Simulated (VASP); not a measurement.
# ZnS (F-43m) in VASP: settings compared

The runs below take ZnS through single point, relaxation of cell and atoms, with r2SCAN, PBEsol, PBE, PBE+D3(BJ).

All numbers are computed with VASP 6.6.1; they aren't measurements. Logs are shortened: lines on timing, memory, paths and dates and some standing lists are left out, and cuts for length are marked.

**The experiment to reproduce.**

“Electronic, vibrational, and thermodynamic properties of ZnS (zincblende and rocksalt structure)”, 2009, arxiv:0911.5022 quotes, for a bulk crystal of ZnS at 19 K: band gap 3.85 eV (direct).

The results are compared with them further down.

### Step 1. The cell of the first run

It takes space group F-43m (No. 216, cubic). The conventional cell has a = 5.389 Å, b = 5.389 Å, c = 5.389 Å, α = 90.00°, β = 90.00°, γ = 90.00°. Zn (site symmetry -43m) has 4 S at 2.33 Å within 3.1 Å. S (site symmetry -43m) has 4 Zn at 2.33 Å within 3.1 Å.

### Step 2. Single point, r2SCAN

The input, POSCAR:

```
ZnS
1.0
    3.8109334484      0.0000000000      0.0000000000
    1.9054667242      3.3003651784      0.0000000000
    1.9054667242      1.1001217261      3.1116141307
Zn S
1 1
Direct
    0.2500000000      0.2500000000      0.2500000000
    0.0000000000      0.0000000000      0.0000000000
```

The input, INCAR.step1:

```
  PREC = Accurate
  ENCUT = 520
  ISMEAR = -1
  SIGMA = 0.05
  LREAL = F
  LASPH = T
  NELM = 100
  NBANDS = 16
  GGA = PE
  ALGO = Normal
  EDIFF = 1E-4
  LWAVE = T
  LCHARG = F
```

The input, INCAR.step2:

```
  PREC = Accurate
  ENCUT = 520
  EDIFF = 1E-7
  ISMEAR = -1
  SIGMA = 0.05
  LREAL = F
  LASPH = T
  NELM = 100
  ALGO = Normal
  ISIF = 2
  LWAVE = F
  LCHARG = F
  METAGGA = R2SCAN
  LMIXTAU = T
  NBANDS = 16
  ISTART = 1
```

The input, KPOINTS:

```
regular mesh
0
Gamma
  6 6 6
```

Potentials or basis: VASP PAW PBE potentials, release 64 (Zn, S).

The run is started by

```console
$ cat potpaw_PBE.64/Zn/POTCAR potpaw_PBE.64/S/POTCAR > POTCAR
$ cp INCAR.step1 INCAR
$ mpirun -np 1 vasp_std > vasp.out
$ cp INCAR.step2 INCAR
$ mpirun -np 1 vasp_std > vasp.out
```

OUTCAR:

```text
PREC = Accurate
   ENCUT = 520
   EDIFF = 1E-7
   ISMEAR = -1
   LREAL = F
   LASPH = T
   NELM = 100
   ISIF = 2
   METAGGA = R2SCAN
   ISTART = 1

 ion  position               nearest neighbor table
   1  0.250  0.250  0.250-   2 2.33   2 2.33   2 2.33   2 2.33
   2  0.000  0.000  0.000-   1 2.33   1 2.33   1 2.33   1 2.33

  LATTYP: Found a face centered cubic cell.
 ALAT       =     5.3894737680

  Lattice vectors:

 A1 = (   3.8109334484,   0.0000000000,   0.0000000000)
 A2 = (   1.9054667242,   3.3003651784,   0.0000000000)
 A3 = (   1.9054667242,   1.1001217261,   3.1116141307)

Analysis of symmetry for initial positions (statically):
=====================================================================
 Subroutine PRICEL returns:
 Original cell was already a primitive cell.

 Routine SETGRP: Setting up the symmetry group for a
 face centered cubic supercell.

 Subroutine GETGRP returns: Found 24 space group operations
 (whereof 24 operations were pure point group operations)
 out of a pool of 48 trial point group operations.

The static configuration has the point symmetry T_d .

Analysis of symmetry for dynamics (positions and initial velocities):
=====================================================================
 Subroutine PRICEL returns:
 Original cell was already a primitive cell.

 Routine SETGRP: Setting up the symmetry group for a
 face centered cubic supercell.

 Subroutine GETGRP returns: Found 24 space group operations
 (whereof 24 operations were pure point group operations)
 out of a pool of 48 trial point group operations.

The dynamic configuration has the point symmetry T_d .

 Subroutine INISYM returns: Found 24 space group operations
 (whereof 24 operations are pure point group operations),
 and found     1 'primitive' translations

----------------------------------------------------------------------------------------

                                     Primitive cell

  volume of cell :      39.1362

  direct lattice vectors                    reciprocal lattice vectors
     3.810933448  0.000000000  0.000000000     0.262402903 -0.151498387 -0.107125537
     1.905466724  3.300365178  0.000000000     0.000000000  0.302996773 -0.107125537
     1.905466724  1.100121726  3.111614131     0.000000000  0.000000000  0.321376610

  length of vectors
     3.810933448  3.810933448  3.810933448     0.321376610  0.321376610  0.321376610

  position of ions in fractional coordinates (direct lattice)
     0.250000000  0.250000000  0.250000000
     0.000000000  0.000000000  0.000000000

  ion indices of the primitive-cell ions
   primitive index   ion index
                 1           1
                 2           2

----------------------------------------------------------------------------------------

 KPOINTS: regular mesh

Automatic generation of k-mesh.
 Grid dimensions read from file:
 generate k-points for:    6    6    6

 Generating k-lattice:

  Cartesian coordinates                     Fractional coordinates (reciprocal lattice)
     0.043733817 -0.025249731 -0.017854256     0.166666667  0.000000000  0.000000000
     0.000000000  0.050499462 -0.017854256     0.000000000  0.166666667  0.000000000
     0.000000000  0.000000000  0.053562768     0.000000000  0.000000000  0.166666667

  Length of vectors
     0.053562768  0.053562768  0.053562768

  Shift w.r.t. Gamma in fractional coordinates (k-lattice)
     0.000000000  0.000000000  0.000000000

 Subroutine IBZKPT returns following result:
 ===========================================

 Found     16 irreducible k-points:

 Following reciprocal coordinates:
            Coordinates               Weight
  0.000000  0.000000  0.000000      1.000000
  0.166667  0.000000 -0.000000      8.000000
  0.333333  0.000000 -0.000000      8.000000
  0.500000  0.000000  0.000000      4.000000
  0.166667  0.166667 -0.000000      6.000000
  0.333333  0.166667 -0.000000     24.000000
[... 8 lines left out ...]
 -0.333333  0.333333  0.166667     24.000000
 -0.333333  0.500000  0.166667     12.000000
   k-points           NKPTS =     16   k-points in BZ     NKDIM =     16   number of bands    NBANDS=     16
   number of dos      NEDOS =    301   number of ions     NIONS =      2
   total plane-waves  NPLWV =  21952
   dimension x,y,z NGX =    28 NGY =   28 NGZ =   28
   dimension x,y,z NGXF=    56 NGYF=   56 NGZF=   56
   ions per type =               1   1
   NGX,Y,Z   is equivalent  to a cutoff of  12.21, 12.21, 12.21 a.u.
   NGXF,Y,Z  is equivalent  to a cutoff of  24.43, 24.43, 24.43 a.u.
 SYSTEM =  unknown system
   PREC   = accura    normal or accurate (medium, high low for compatibility)
   ISTART =      1    job   : 0-new  1-cont  2-samecut
   ICHARG =      0    charge: 1-file 2-atom 10-const
   ISPIN  =      1    spin polarized calculation?
   LNONCOLLINEAR =      F non collinear calculations
   LSORBIT =      F    spin-orbit coupling
   LASPH  =      T    aspherical Exc in radial PAW
   ENCUT  =  520.0 eV  38.22 Ry    6.18 a.u.   7.09  7.09  7.09*2*pi/ulx,y,z
   NELM   =    100;   NELMIN=  2; NELMDL=  0     # of ELM steps
   EDIFF  = 0.1E-06   stopping-criterion for ELM
   LREAL  =      F    real-space projection
   EDIFFG = 0.1E-05   stopping-criterion for IOM
   NSW    =      0    number of steps for IOM
   IBRION =     -1    ionic relax: 0-MD 1-quasi-New 2-CG
   NFREE  =      0    steps in history (QN), initial steepest desc. (CG)
   ISIF   =      2    stress and relaxation
   ISYM   =      2    0-nonsym 1-usesym 2-fastsym
   POTIM  = 0.5000    time-step for ionic-motion
   TEBEG  =    0.0;   TEEND  =   0.0 temperature during run
   PSTRESS=    0.0 pullay stress
   NELECT =      18.0000    total number of electrons
   NUPDOWN=      -1.0000    fix difference up-down
   EMIN   =  10.00;   EMAX   =-10.00  energy-range for DOS
   EFERMI =   0.00;   METHOD = LEGACY
   ISMEAR =    -1;   SIGMA  =   0.05  broadening in eV -4-tet -1-fermi 0-gaus
   EFERMI_NEDOS =   21; number of points for ismear=-14 and -15
   IALGO  =     38    algorithm
   IMIX   =      4    mixing-type and parameters
     AMIX     =   0.40;   BMIX     =  1.00
     AMIX_MAG =   1.60;   BMIX_MAG =  1.00
  volume/ion in A,a.u.               =      19.57       132.05
  Fermi-wavevector in a.u.,A,eV,Ry     =   1.263686  2.388021 21.727188  1.596903
  Thomas-Fermi vector in A             =   2.397030
   LORBIT       =      0    0 simple, 1 ext, 2 COOP (PROOUT), +10 PAW based schemes
   METAGGA = R2SCAN    functional components
   LHFCALC =     F    Hartree Fock is set to
   AEXX    =    0.0000 exact exchange contribution
   IVDW    =     0    specifies the selected vdW correction
   LEPSILON=     F    determine dielectric tensor
   LRPA    =     F    only Hartree local field effects (RPA)
 non-spin polarized calculation
  energy-cutoff  :      520.00
  volume of cell :       39.14
 maximum number of plane-waves:      1067
   NGX = 15   NGY = 15   NGZ = 15

 number of electron      18.0000005 magnetization

 Free energy of the ion-electron system (eV)
  ---------------------------------------------------
  ext. energy  EPLUGINS =         0.00000000
  ---------------------------------------------------
  free energy    TOTEN  =       -18.86389303 eV

  energy without entropy =      -18.86389303  energy(sigma->0) =      -18.86389303

 E-fermi :   2.9473     XC(G=0): -10.3244

 val. band max:        1.9086923930   @ k =   0.0000   0.0000   0.0000
 cond. band min:       4.6204062022   @ k =   0.0000   0.0000   0.0000
 fundamental gap:      2.7117138092
 Fermi energy:         2.9472813662

 k-point     1 :       0.0000    0.0000    0.0000
  band No.  band energies     occupation
      1     -11.8247      2.00000
      2      -4.6246      2.00000
      3      -4.6246      2.00000
      4      -4.6246      2.00000
      5      -4.0684      2.00000
      6      -4.0684      2.00000
[... 8 lines left out ...]
     15      14.2213      0.00000
     16      14.4957      0.00000

 k-point     2 :       0.1667    0.0000   -0.0000
  band No.  band energies     occupation
      1     -11.6147      2.00000
      2      -4.6140      2.00000
      3      -4.5867      2.00000
      4      -4.5867      2.00000
      5      -4.0703      2.00000
      6      -4.0702      2.00000
[... 8 lines left out ...]
     15      13.4073      0.00000
     16      15.2805      0.00000

 k-point     3 :       0.3333    0.0000   -0.0000
  band No.  band energies     occupation
      1     -11.1390      2.00000
      2      -4.5219      2.00000
      3      -4.5219      2.00000
      4      -4.4439      2.00000
      5      -4.0568      2.00000
      6      -4.0567      2.00000
[... 8 lines left out ...]
     15      14.0842      0.00000
     16      14.3900      0.00000

 k-point     4 :       0.5000    0.0000    0.0000
  band No.  band energies     occupation
      1     -10.8642      2.00000
      2      -4.4976      2.00000
      3      -4.4976      2.00000
      4      -4.0384      2.00000
      5      -4.0383      2.00000
      6      -3.8678      2.00000
[... 8 lines left out ...]
     15      15.9906      0.00000
     16      15.9906      0.00000
[... 172 lines left out ...]
 k-point    14 :       0.5000    0.3333    0.1667
  band No.  band energies     occupation
      1     -10.8089      2.00000
      2      -4.5174      2.00000
      3      -4.4266      2.00000
      4      -4.3012      2.00000
      5      -4.0448      2.00000
      6      -3.9967      2.00000
[... 8 lines left out ...]
     15      16.6566      0.00000
     16      17.3262      0.00000

 k-point    15 :      -0.3333    0.3333    0.1667
  band No.  band energies     occupation
      1     -10.6216      2.00000
      2      -4.4754      2.00000
      3      -4.3822      2.00000
      4      -4.1291      2.00000
      5      -4.0813      2.00000
      6      -3.7541      2.00000
[... 8 lines left out ...]
     15      16.4546      0.00000
     16      17.1300      0.00000

 k-point    16 :      -0.3333    0.5000    0.1667
  band No.  band energies     occupation
      1     -10.5357      2.00000
      2      -4.5131      2.00000
      3      -4.3038      2.00000
      4      -4.2055      2.00000
      5      -4.0456      2.00000
      6      -3.7106      2.00000
[... 8 lines left out ...]
     15      16.5321      0.00000
     16      17.6018      0.00000

------------------------ aborting loop because EDIFF is reached ----------------------------------------

  FORCE on cell =-STRESS in cart. coord.  units (eV):
  Direction    XX          YY          ZZ          XY          YZ          ZX
  --------------------------------------------------------------------------------------
  -------------------------------------------------------------------------------------
  Total        0.0079023      0.0079023      0.0079023      0.0000000     -0.0000000     -0.0000000
  in kB        0.3235097      0.3235097      0.3235097      0.0000000     -0.0000000     -0.0000000
  external PRESSURE =       0.3235097 kB  Pullay stress =       0.0000000 kB

 VOLUME and BASIS-vectors are now :
 -----------------------------------------------------------------------------
  energy-cutoff  :      520.00
  volume of cell :       39.14
      direct lattice vectors                 reciprocal lattice vectors
     3.810933448  0.000000000  0.000000000     0.262402903 -0.151498387 -0.107125537
     1.905466724  3.300365178  0.000000000     0.000000000  0.302996773 -0.107125537
     1.905466724  1.100121726  3.111614131     0.000000000  0.000000000  0.321376610

 POSITION                                       TOTAL-FORCE (eV/Angst)
 -----------------------------------------------------------------------------------
      1.90547      1.10012      0.77790         0.000000      0.000000      0.000000
      0.00000      0.00000      0.00000        -0.000000     -0.000000     -0.000000
 -----------------------------------------------------------------------------------
    total drift:                               -0.000015     -0.000009     -0.000006

  FREE ENERGIE OF THE ION-ELECTRON SYSTEM (eV)
  ---------------------------------------------------
  free  energy   TOTEN  =       -18.8638930330 eV

  energy  without entropy=      -18.8638930330  energy(sigma->0) =      -18.86389303
```

Run time: 27 s. Hardware: 1 thread of Intel Xeon Platinum 8559C (Emerald Rapids), shared host; peak memory 0.15 GiB.

Results:

```
Free energy            : -18.8639 eV
Pressure               : 0.0 GPa
Band gap on the k mesh : 2.71 eV, direct
```

Caveat: the PAW data sets were made with another functional, which shifts forces and pressure a little.

### Step 3. Relaxation of cell and atoms, PBEsol

This run uses another cell than the first one, of 19.73 Å³/atom, 1.008 times its volume.

The input, INCAR:

```
SYSTEM = ZnS
ALGO = Normal ; EDIFF = 1E-6
EDIFFG = -0.01 ; ENCUT = 600
GGA = PS ; IBRION = 2
ISIF = 3 ; ISMEAR = -1
LASPH = .TRUE. ; LCHARG = .FALSE.
LREAL = .FALSE. ; LWAVE = .FALSE.
NELM = 80 ; NSW = 80
PREC = Accurate ; SIGMA = 0.05
```

The input, KPOINTS:

```
k-points
0
G
  6 6 6
  0 0 0
```

The input, POSCAR:

```
ZnS
1.0
    3.8212050000      0.0000000000      0.0000000000
    1.9106025000      3.3092606031      0.0000000000
    1.9106025000      1.1030868677      3.1200008175
Zn S
1 1
Direct
    0.2500000000      0.2500000000      0.2500000000
    0.0000000000      0.0000000000      0.0000000000
```

Potentials or basis: VASP PAW PBE potentials, release 64 (Zn, S).

The run is started by

```console
$ cat potpaw_PBE.64/Zn/POTCAR potpaw_PBE.64/S/POTCAR > POTCAR
$ mpirun -np 1 vasp_std > vasp.out
```

Run time: 11 s. Hardware: 1 thread of Intel Xeon Platinum 8559C (Emerald Rapids), shared host; peak memory 0.18 GiB.

Results (log left out):

```
Free energy                            : -7.5856 eV
Relaxed volume                         : 19.26 Å³/atom
Relaxed cell                           : a = 3.791 Å, b = 3.791 Å, c = 3.791 Å, α = 60.00°, β = 60.00°, γ = 60.00°
Space group after relaxing (to 0.05 Å) : F-43m (No. 216)
Energy gained by relaxing              : 2.6 meV/atom
Ionic steps                            : 3
Pressure after relaxing                : 0.1 GPa
Band gap on the k mesh                 : 2.08 eV, direct
```

Step by step:
```tsv
step	energy change (eV)	largest force (eV/Å)	pressure (GPa)	volume (Å³)
1	0.0000	0.0000	-1.70	39.45
2	-0.0048	0.0000	0.58	38.27
3	-0.0052	0.0000	0.06	38.52
```

Final structure:
```cif
data_structure
_symmetry_space_group_name_H-M 'P 1'
_symmetry_Int_Tables_number 1
_cell_length_a 3.7909
_cell_length_b 3.7909
_cell_length_c 3.7909
_cell_angle_alpha 60.000
_cell_angle_beta 60.000
_cell_angle_gamma 60.000
_cell_volume 38.52
loop_
_atom_site_label
_atom_site_type_symbol
_atom_site_fract_x
_atom_site_fract_y
_atom_site_fract_z
_atom_site_occupancy
Zn1 Zn 0.25000 0.25000 0.25000 1
S1 S 0.00000 0.00000 0.00000 1
```

Levels at points of the mesh, in eV from the valence-band top:
| k point | band 5 | band 6 | band 7 | band 8 | band 9 | band 10 | band 11 | band 12 | band 13 |
| --- | --- | --- | --- | --- | --- | --- | --- | --- | --- |
| (0.00, 0.00, 0.00) | -5.95 | -5.95 | 0.00 | 0.00 | 0.00 | 2.08 | 6.29 | 6.29 | 6.29 |
| (0.50, 0.00, 0.00) | -5.91 | -5.74 | -5.52 | -0.91 | -0.91 | 3.24 | 6.82 | 6.82 | 8.79 |
| (0.50, 0.50, 0.00) | -5.87 | -5.72 | -4.70 | -2.34 | -2.34 | 3.18 | 3.96 | 11.00 | 12.04 |

Caveat: the PAW data sets were made with another functional, which shifts forces and pressure a little.

### Step 4. Relaxation of cell and atoms, PBE

This run uses another cell than the first one, of 19.73 Å³/atom, 1.008 times its volume.

The input, INCAR:

```
SYSTEM = ZnS
  PREC = Accurate
  ENCUT = 600
  EDIFF = 1E-7
  ISMEAR = -1
  SIGMA = 0.05
  LREAL = .False.
  LASPH = .True.
  NELM = 100
  ALGO = Normal
  ISIF = 3
  LWAVE = .False.
  LCHARG = .False.
  GGA = PE
  IBRION = 2
  NSW = 80
  EDIFFG = -0.01
```

The input, KPOINTS:

```
regular mesh
0
Gamma
  6 6 6
  0 0 0
```

POSCAR is that of step 3.

Potentials or basis: VASP PAW PBE potentials, release 64 (Zn, S).

The run is started by

```console
$ cat potpaw_PBE.64/Zn/POTCAR potpaw_PBE.64/S/POTCAR > POTCAR
$ mpirun -np 1 vasp_std > vasp.out
```

OUTCAR:

```text
SYSTEM = ZnS
   PREC = Accurate
   ENCUT = 600
   EDIFF = 1E-7
   ISMEAR = -1
   LREAL = .False.
   LASPH = .True.
   NELM = 100
   ISIF = 3
   GGA = PE
   IBRION = 2
   NSW = 80
   EDIFFG = -0.01

 ion  position               nearest neighbor table
   1  0.250  0.250  0.250-   2 2.34   2 2.34   2 2.34   2 2.34
   2  0.000  0.000  0.000-   1 2.34   1 2.34   1 2.34   1 2.34

  LATTYP: Found a face centered cubic cell.
 ALAT       =     5.4039999356

  Lattice vectors:

 A1 = (   3.8212050000,   0.0000000000,   0.0000000000)
 A2 = (   1.9106025000,   3.3092606031,   0.0000000000)
 A3 = (   1.9106025000,   1.1030868677,   3.1200008175)

Analysis of symmetry for initial positions (statically):
[... 172 lines left out ...]
  -------------------------------------------------------------------------------------
  Total        0.4382176      0.4382176      0.4382176     -0.0000000      0.0000000      0.0000000
  in kB       17.7956696     17.7956696     17.7956696     -0.0000000      0.0000000      0.0000000
  external PRESSURE =      17.7956696 kB  Pullay stress =       0.0000000 kB
[... 59 lines left out ...]
--------------------------------------- Ionic step        3  -------------------------------------------

 number of electron      18.0000010 magnetization

 Free energy of the ion-electron system (eV)
  ---------------------------------------------------
  ext. energy  EPLUGINS =         0.00000000
  ---------------------------------------------------
  free energy    TOTEN  =        -6.84942030 eV

  energy without entropy =       -6.84942030  energy(sigma->0) =       -6.84942030

 E-fermi :   2.9371     XC(G=0):  -9.5158

 val. band max:        1.8868164214   @ k =   0.0000   0.0000   0.0000
 cond. band min:       3.8955257776   @ k =   0.0000   0.0000   0.0000
 fundamental gap:      2.0087093562
 Fermi energy:         2.9371028205

 k-point     1 :       0.0000    0.0000    0.0000
  band No.  band energies     occupation
      1     -11.0877      2.00000
      2      -4.3614      2.00000
      3      -4.3613      2.00000
      4      -4.3613      2.00000
      5      -3.8916      2.00000
      6      -3.8916      2.00000
      7       1.8868      2.00000
      8       1.8868      2.00000
      9       1.8868      2.00000
     10       3.8955      0.00000
     11       8.2971      0.00000
     12       8.2971      0.00000
     13       8.2971      0.00000
[... 267 lines left out ...]
  FREE ENERGIE OF THE ION-ELECTRON SYSTEM (eV)
  ---------------------------------------------------
  free  energy   TOTEN  =        -6.8494203017 eV

  energy  without entropy=       -6.8494203016  energy(sigma->0) =       -6.84942030

 reached required accuracy - stopping structural energy minimisation
```

Run time: 13 s. Hardware: 1 thread of Intel Xeon Platinum 8559C (Emerald Rapids), shared host; peak memory 0.18 GiB.

Results:

```yaml
Free_energy: -6.8494 eV
Relaxed_volume: 20.21 Å³/atom
Relaxed_cell: a = 3.852 Å, b = 3.852 Å, c = 3.852 Å, α = 60.00°, β = 60.00°, γ = 60.00°
Space_group_after_relaxing_to_0.05_Å: F-43m (No. 216)
Energy_gained_by_relaxing: 2.6 meV/atom
Ionic_steps: 3
Pressure_after_relaxing: 0.0 GPa
Band_gap_on_the_k_mesh: 2.01 eV, direct
```

The path:
| step | energy change (eV) | largest force (eV/Å) | pressure (GPa) | volume (Å³) |
| --- | --- | --- | --- | --- |
| 1 | 0.0000 | 0.0000 | 1.78 | 39.45 |
| 2 | -0.0048 | 0.0000 | -0.50 | 40.72 |
| 3 | -0.0052 | 0.0000 | 0.00 | 40.42 |

Final structure:
```yaml
crystal:
  lattice:
    - [3.85208, 0.00000, 0.00000]
    - [1.92604, 3.33599, 0.00000]
    - [1.92604, 1.11200, 3.14521]
  atoms:
    - { symbol: Zn, position: [0.25000, 0.25000, 0.25000] }
    - { symbol: S, position: [0.00000, 0.00000, 0.00000] }
```

As with any semilocal functional, this PBE gap is likely too small. Zero-point motion and thermal expansion aren't in these numbers.

(Continued in part 2 of 3.)
